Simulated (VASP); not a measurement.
**BeAu3: relaxation of cell and atoms with PBE**

Crystal: BeAu3.

```
Be Au
1.0
     4.01171    0.00000    0.00000
     0.00000    4.01171    0.00000
     0.00000    0.00000    4.01171
Be Au
1 3
Direct
  0.00000 0.00000 0.00000
  0.00000 0.50000 0.50000
  0.50000 0.00000 0.50000
  0.50000 0.50000 0.00000
```

```
Program                : VASP 6.6.1
Task                   : relaxation of cell and atoms
Functional             : PBE
Potentials or basis    : VASP PAW PBE potentials, release 64 (Be, Au)
Cutoff                 : 600 eV
k mesh                 : 12 × 12 × 12
Occupations            : gaussian, width 0.1 eV
Spin                   : no spin polarisation
Dipole correction      : no
Further INCAR settings : ALGO = Fast; EDIFF = 1e-06; IBRION = 2; EDIFFG = -0.01; NSW = 100; ISIF = 3
```

```
Relaxed volume                        : 16.00 Å³/atom
Relaxed cell                          : a = 4.000 Å, b = 4.000 Å, c = 4.000 Å, α = 90.00°, β = 90.00°, γ = 90.00°
Space group after relaxing (to 0.1 Å) : Pm-3m (No. 221)
Energy gained by relaxing             : 0.6 meV/atom
Ionic steps                           : 3
Pressure after relaxing               : 0.0 GPa
Band gap on the k mesh                : zero (an odd number of electrons rules out a gap without spin polarisation)
```

Step by step:
```tsv
step	energy change (eV)	largest force (eV/Å)	pressure (GPa)	volume (Å³)
1	0.0000	0.0000	-1.25	64.56
2	0.0003	0.0000	1.42	63.39
3	-0.0023	0.0000	0.00	63.98
```

Final structure:
```yaml
crystal:
  lattice:
    - [3.99963, 0.00000, 0.00000]
    - [0.00000, 3.99963, 0.00000]
    - [0.00000, 0.00000, 3.99963]
  atoms:
    - { symbol: Be, position: [0.00000, 0.00000, 0.00000] }
    - { symbol: Au, position: [0.00000, 0.50000, 0.50000] }
    - { symbol: Au, position: [0.50000, 0.00000, 0.50000] }
    - { symbol: Au, position: [0.50000, 0.50000, 0.00000] }
```

Levels at points of the mesh, in eV from the Fermi level:
```tsv
k point	band 15	band 16	band 17	band 18	band 19	band 20
(0.00, 0.00, 0.00)	-1.74	-1.74	-0.12	-0.12	-0.12	4.87
(0.50, 0.00, 0.00)	-3.51	-2.79	-1.73	3.66	3.79	3.79
(0.50, 0.50, 0.00)	-3.31	-3.30	-1.55	-0.48	-0.48	5.61
(0.50, 0.50, 0.50)	-2.09	-2.04	-2.04	-2.04	-1.12	2.34
```

Run time: 4.3 min on 1 thread of Intel(R) Xeon(R) Platinum 8488C (Sapphire Rapids), with other jobs on the host, peak memory 0.27 GiB.

Caveat: spin-orbit coupling is left out, which moves the levels of the heavy elements.
